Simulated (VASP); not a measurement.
Input of a VASP 6.6.1 run:

The input INCAR:

```
ALGO = Normal ; EDIFF = 1E-8
ENCUT = 520 ; GGA = PS
IBRION = 8 ; ISIF = 2
ISMEAR = 0 ; LASPH = T
LCHARG = F ; LREAL = F
LWAVE = F ; NELM = 60
NSW = 1 ; PREC = Accurate
SIGMA = 0.15
```

Contents of KPOINTS:

```
k-points
0
Gamma
  12 12 12
```

The input POSCAR:

```
PbO2
1.0
    0.0000000000      2.6640411163      2.6640411163
    2.6640411163      0.0000000000      2.6640411163
    2.6640411163      2.6640411163      0.0000000000
Pb O
1 2
Direct
    0.0000000000      0.0000000000      0.0000000000
    0.2500000000      0.2500000000      0.2500000000
    0.7500000000      0.7500000000      0.7500000000
```

Potentials or basis: VASP PAW PBE potentials, release 64 (Pb_d, O).

Launch:

```console
$ cat potpaw_PBE.64/Pb_d/POTCAR potpaw_PBE.64/O/POTCAR > POTCAR
$ mpirun -np 1 vasp_std > vasp.out
```

**Question.** Predict the highest phonon frequency at Γ, LO-TO splitting left out.

**Answer.** 435 cm⁻¹.

Phonon frequencies in cm⁻¹ (negative: imaginary):
```csv
q point,frequencies
"(0.000, 0.000, 0.000)",0 0 0 268 268 268 435 435 435
```

Caveat: the cell differs from its parent crystal (phonons by finite displacements).
